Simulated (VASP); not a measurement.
# Co (P6/mmm) in VASP: single point with PBE

Aim: the single point of Co with PBE.

Program: VASP 6.6.1. These are calculated values, not measurements. Logs are shortened: lines on timing, memory, paths and dates and some standing lists are left out, and cuts for length are marked.

## 1. The cell of the first run

It takes space group P6/mmm (No. 191, hexagonal). The conventional cell has a = 2.448 Å, b = 2.448 Å, c = 2.315 Å, α = 90.00°, β = 90.00°, γ = 120.00°. Co (site symmetry 6/mmm) has 8 Co at 2.32 to 2.45 Å within 3.1 Å.

## 2. Single point, PBE, collinear spin, ferromagnetic start

Contents of INCAR:

```
SYSTEM = Co
PREC = Accurate
ENCUT = 600
EDIFF = 1E-6
ISMEAR = -1
SIGMA = 0.1
LREAL = .False.
LASPH = .True.
NELM = 200
ALGO = Normal
ISIF = 2
LWAVE = .False.
LCHARG = .False.
ISPIN = 2
MAGMOM = 1.7
LORBIT = 11
LMAXMIX = 4
GGA = PE
NBANDS = 18
GGA_COMPAT = .False.
```

Contents of KPOINTS:

```
regular mesh
0
Gamma
  18 18 17
  0 0 0
```

Contents of POSCAR:

```
Co
1.0
    2.4484686119      0.0000000000      0.0000000000
   -1.2242343060      2.1204360183      0.0000000000
    0.0000000000      0.0000000000      2.3153972186
Co
1
Direct
    0.0000000000      0.0000000000      0.0000000000
```

Potentials or basis: VASP PAW PBE potentials, release 64 (Co_sv).

Launch:

```sh
$ cat potpaw_PBE.64/Co_sv/POTCAR > POTCAR
$ mpirun -np 1 vasp_std > vasp.out
```

OUTCAR:

```text
SYSTEM = Co
   PREC = Accurate
   ENCUT = 600
   EDIFF = 1E-6
   ISMEAR = -1
   LREAL = .False.
   LASPH = .True.
   NELM = 200
   ISIF = 2
   ISPIN = 2
   LORBIT = 11
   GGA = PE

 ion  position               nearest neighbor table
   1  0.000  0.000  0.000-

  LATTYP: Found a hexagonal cell.
 ALAT       =     2.4484686119
 C/A-ratio  =     0.9456511745

  Lattice vectors:

 A1 = (   2.4484686119,   0.0000000000,   0.0000000000)
 A2 = (  -1.2242343060,   2.1204360183,   0.0000000000)
 A3 = (   0.0000000000,   0.0000000000,   2.3153972186)

Analysis of symmetry for initial positions (statically):
=====================================================================
 Subroutine PRICEL returns:
 Original cell was already a primitive cell.

 Routine SETGRP: Setting up the symmetry group for a
 hexagonal supercell.

 Subroutine GETGRP returns: Found 24 space group operations
 (whereof 24 operations were pure point group operations)
 out of a pool of 24 trial point group operations.

The static configuration has the point symmetry D_6h.

Analysis of symmetry for dynamics (positions and initial velocities):
=====================================================================
 Subroutine PRICEL returns:
 Original cell was already a primitive cell.

 Routine SETGRP: Setting up the symmetry group for a
 hexagonal supercell.

 Subroutine GETGRP returns: Found 24 space group operations
 (whereof 24 operations were pure point group operations)
 out of a pool of 24 trial point group operations.

The dynamic configuration has the point symmetry D_6h.

Analysis of structural, dynamic, and magnetic symmetry:
=====================================================================
 Subroutine PRICEL returns:
 Original cell was already a primitive cell.

 Routine SETGRP: Setting up the symmetry group for a
 hexagonal supercell.

 Subroutine GETGRP returns: Found 24 space group operations
 (whereof 24 operations were pure point group operations)
 out of a pool of 24 trial point group operations.

The overall configuration has the point symmetry D_6h.

 Subroutine INISYM returns: Found 24 space group operations
 (whereof 24 operations are pure point group operations),
 and found     1 'primitive' translations

----------------------------------------------------------------------------------------

                                     Primitive cell

  volume of cell :      12.0211

  direct lattice vectors                    reciprocal lattice vectors
     2.448468612  0.000000000  0.000000000     0.408418550  0.235800560  0.000000000
    -1.224234306  2.120436018  0.000000000     0.000000000  0.471601119  0.000000000
     0.000000000  0.000000000  2.315397219     0.000000000  0.000000000  0.431891337

  length of vectors
     2.448468612  2.448468612  2.315397219     0.471601119  0.471601119  0.431891337

  position of ions in fractional coordinates (direct lattice)
     0.000000000  0.000000000  0.000000000

  ion indices of the primitive-cell ions
   primitive index   ion index
                 1           1

----------------------------------------------------------------------------------------

 KPOINTS: regular mesh

Automatic generation of k-mesh.
 Grid dimensions read from file:
 generate k-points for:   18   18   17

 Generating k-lattice:

  Cartesian coordinates                     Fractional coordinates (reciprocal lattice)
     0.022689919  0.013100031  0.000000000     0.055555556  0.000000000  0.000000000
     0.000000000  0.026200062  0.000000000     0.000000000  0.055555556  0.000000000
     0.000000000  0.000000000  0.025405373     0.000000000  0.000000000  0.058823529

  Length of vectors
     0.026200062  0.026200062  0.025405373

  Shift w.r.t. Gamma in fractional coordinates (k-lattice)
     0.000000000  0.000000000  0.000000000

 Subroutine IBZKPT returns following result:
 ===========================================

 Found    333 irreducible k-points:

 Following reciprocal coordinates:
            Coordinates               Weight
  0.000000  0.000000  0.000000      1.000000
  0.055556 -0.000000  0.000000      6.000000
  0.111111 -0.000000  0.000000      6.000000
  0.166667 -0.000000  0.000000      6.000000
  0.222222 -0.000000  0.000000      6.000000
  0.277778  0.000000  0.000000      6.000000
[... 16 lines left out ...]
  0.333333  0.111111  0.000000     12.000000
  0.388889  0.111111  0.000000     12.000000
 [... further k-points ...]
   k-points           NKPTS =    333   k-points in BZ     NKDIM =    333   number of bands    NBANDS=     18
   number of dos      NEDOS =    301   number of ions     NIONS =      1
   total plane-waves  NPLWV =   7200
   dimension x,y,z NGX =    20 NGY =   20 NGZ =   18
   dimension x,y,z NGXF=    40 NGYF=   40 NGZF=   36
   ions per type =               1
   NGX,Y,Z   is equivalent  to a cutoff of  13.58, 13.58, 12.92 a.u.
   NGXF,Y,Z  is equivalent  to a cutoff of  27.16, 27.16, 25.85 a.u.
 SYSTEM =  Co
   PREC   = accura    normal or accurate (medium, high low for compatibility)
   ISTART =      0    job   : 0-new  1-cont  2-samecut
   ICHARG =      2    charge: 1-file 2-atom 10-const
   ISPIN  =      2    spin polarized calculation?
   LNONCOLLINEAR =      F non collinear calculations
   LSORBIT =      F    spin-orbit coupling
   LASPH  =      T    aspherical Exc in radial PAW
   ENCUT  =  600.0 eV  44.10 Ry    6.64 a.u.   4.89  4.89  4.62*2*pi/ulx,y,z
   NELM   =    200;   NELMIN=  2; NELMDL= -5     # of ELM steps
   EDIFF  = 0.1E-05   stopping-criterion for ELM
   LREAL  =      F    real-space projection
   EDIFFG = 0.1E-04   stopping-criterion for IOM
   NSW    =      0    number of steps for IOM
   IBRION =     -1    ionic relax: 0-MD 1-quasi-New 2-CG
   NFREE  =      0    steps in history (QN), initial steepest desc. (CG)
   ISIF   =      2    stress and relaxation
   ISYM   =      2    0-nonsym 1-usesym 2-fastsym
   POTIM  = 0.5000    time-step for ionic-motion
   TEBEG  =    0.0;   TEEND  =   0.0 temperature during run
   PSTRESS=    0.0 pullay stress
   NELECT =      17.0000    total number of electrons
   NUPDOWN=      -1.0000    fix difference up-down
   EMIN   =  10.00;   EMAX   =-10.00  energy-range for DOS
   EFERMI =   0.00;   METHOD = LEGACY
   ISMEAR =    -1;   SIGMA  =   0.10  broadening in eV -4-tet -1-fermi 0-gaus
   EFERMI_NEDOS =   21; number of points for ismear=-14 and -15
   IALGO  =     38    algorithm
   IMIX   =      4    mixing-type and parameters
     AMIX     =   0.40;   BMIX     =  1.00
     AMIX_MAG =   1.60;   BMIX_MAG =  1.00
  volume/ion in A,a.u.               =      12.02        81.12
  Fermi-wavevector in a.u.,A,eV,Ry     =   1.837565  3.472495 45.942050  3.376645
  Thomas-Fermi vector in A             =   2.890515
   LORBIT       =     11    0 simple, 1 ext, 2 COOP (PROOUT), +10 PAW based schemes
   GGA     = PE    functional components
   LHFCALC =     F    Hartree Fock is set to
   AEXX    =    0.0000 exact exchange contribution
   IVDW    =     0    specifies the selected vdW correction
   LEPSILON=     F    determine dielectric tensor
   LRPA    =     F    only Hartree local field effects (RPA)
 spin polarized calculation
  energy-cutoff  :      600.00
  volume of cell :       12.02
 maximum number of plane-waves:       423
 NGX is ok and might be reduce to    20
   NGX =  9   NGY =  9   NGZ =  9

 number of electron      17.0000006 magnetization       1.7730303

 Free energy of the ion-electron system (eV)
  ---------------------------------------------------
  ext. energy  EPLUGINS =         0.00000000
  ---------------------------------------------------
  free energy    TOTEN  =        -6.62647916 eV

  energy without entropy =       -6.57369556  energy(sigma->0) =       -6.60008736

 E-fermi :  10.7406     XC(G=0): -13.2078

 val. band max:       10.7394231685   @ k =   0.2222   0.1667   0.2353
 cond. band min:      10.7425093127   @ k =   0.3333   0.2222   0.2941
 fundamental gap:      0.0030861442
 Fermi energy:        10.7406045654

 spin component 1

 k-point     1 :       0.0000    0.0000    0.0000
  band No.  band energies     occupation
      1     -85.5351      1.00000
      2     -48.7150      1.00000
      3     -48.5607      1.00000
      4     -48.5607      1.00000
      5       2.0753      1.00000
      6       6.3382      1.00000
[... 10 lines left out ...]
     17      38.0298      0.00000
     18      45.1351      0.00000

 k-point     2 :       0.0556   -0.0000    0.0000
  band No.  band energies     occupation
      1     -85.5338      1.00000
      2     -48.7141      1.00000
      3     -48.5694      1.00000
      4     -48.5628      1.00000
      5       2.1874      1.00000
      6       6.3651      1.00000
[... 10 lines left out ...]
     17      39.4616      0.00000
     18      45.7857      0.00000
[... 442 lines left out ...]
 k-point    24 :       0.3889    0.1111    0.0000
  band No.  band energies     occupation
      1     -85.4910      1.00000
      2     -48.8299      1.00000
      3     -48.6831      1.00000
      4     -48.6480      1.00000
      5       5.9680      1.00000
      6       6.8597      1.00000
[... 10 lines left out ...]
     17      44.2705      0.00000
     18      48.1915      0.00000

 [... further k-points ...]

 spin component 2

 k-point     1 :       0.0000    0.0000    0.0000
  band No.  band energies     occupation
      1     -83.3798      1.00000
      2     -46.5022      1.00000
      3     -46.4991      1.00000
      4     -46.4991      1.00000
      5       2.2032      1.00000
      6       7.5580      1.00000
[... 10 lines left out ...]
     17      38.3358      0.00000
     18      45.3102      0.00000

 k-point     2 :       0.0556   -0.0000    0.0000
  band No.  band energies     occupation
      1     -83.3784      1.00000
      2     -46.5086      1.00000
      3     -46.5014      1.00000
      4     -46.5012      1.00000
      5       2.3156      1.00000
      6       7.5869      1.00000
[... 10 lines left out ...]
     17      39.7481      0.00000
     18      45.9942      0.00000
[... 442 lines left out ...]
 k-point    24 :       0.3889    0.1111    0.0000
  band No.  band energies     occupation
      1     -83.3324      1.00000
      2     -46.7921      1.00000
      3     -46.5938      1.00000
      4     -46.4678      1.00000
      5       6.9178      1.00000
      6       8.1120      1.00000
[... 10 lines left out ...]
     17      44.2444      0.00000
     18      48.4428      0.00000

 [... further k-points ...]
[... 5 lines left out ...]
  --------------------------------------------------------------------------------------
  -------------------------------------------------------------------------------------
  Total       -0.2454528     -0.2454528     -0.2384875      0.0000000      0.0000000     -0.0000000
  in kB      -32.7139778    -32.7139778    -31.7856443      0.0000000      0.0000000     -0.0000000
  external PRESSURE =     -32.4045333 kB  Pullay stress =       0.0000000 kB

 VOLUME and BASIS-vectors are now :
 -----------------------------------------------------------------------------
  energy-cutoff  :      600.00
  volume of cell :       12.02
      direct lattice vectors                 reciprocal lattice vectors
     2.448468612  0.000000000  0.000000000     0.408418550  0.235800560  0.000000000
    -1.224234306  2.120436018  0.000000000     0.000000000  0.471601119  0.000000000
     0.000000000  0.000000000  2.315397219     0.000000000  0.000000000  0.431891337

 POSITION                                       TOTAL-FORCE (eV/Angst)
 -----------------------------------------------------------------------------------
      0.00000      0.00000      0.00000         0.000000      0.000000      0.000000
 -----------------------------------------------------------------------------------
    total drift:                               -0.000000      0.000000     -0.000000

  FREE ENERGIE OF THE ION-ELECTRON SYSTEM (eV)
  ---------------------------------------------------
  free  energy   TOTEN  =        -6.6264791580 eV

  energy  without entropy=       -6.5736955583  energy(sigma->0) =       -6.60008736

 total charge

# of ion       s       p       d       tot
------------------------------------------
    1        2.248   6.097   6.711  15.055

 magnetization (x)

# of ion       s       p       d       tot
------------------------------------------
    1        0.005  -0.001   1.779   1.782
```

It took 59 s on 1 thread of Intel Xeon 6975P-C (Granite Rapids), shared host; peak memory 0.23 GiB.

Results:

* Free energy: -6.6265 eV
* Pressure: -3.2 GPa
* Net moment: 1.77 μB per cell
* Site moments: Co +1.78 μB
* Valence electrons inside the program's atomic spheres: Co 15.05
